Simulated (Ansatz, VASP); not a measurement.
# C: VASP beside Ansatz

```
C
1.0
     0.00000    1.77690    1.77690
     1.77690    0.00000    1.77690
     1.77690    1.77690    0.00000
C
2
Direct
  0.00000 0.00000 0.00000
  0.25000 0.25000 0.25000
```

Alike in both runs: functional PBEsol; k mesh 10 × 10 × 10; no spin polarisation.

Ansatz relaxed the structure, and its values are those at the end. VASP's run is a single point on that final structure, the one shown.

|  | VASP | Ansatz |
| --- | --- | --- |
| version | VASP 6.6.1 | Ansatz 0.2.0 |
| potentials or method | VASP PAW PBE potentials, release 64 (C) | plane waves, PAW |
| plane-wave cutoff (eV) | 520 | 420 |
| occupations | gaussian, width 0.01 eV | fixed |
| valence electrons in the cell | 8 | 8 |

|  | VASP | Ansatz | Ansatz less VASP |
| --- | --- | --- | --- |
| pressure (GPa) | 1.1 | 0.0 | -1.10 |

VASP's potentials were made for PBE, not for PBEsol. Ansatz's warnings: stress scf threshold loose.
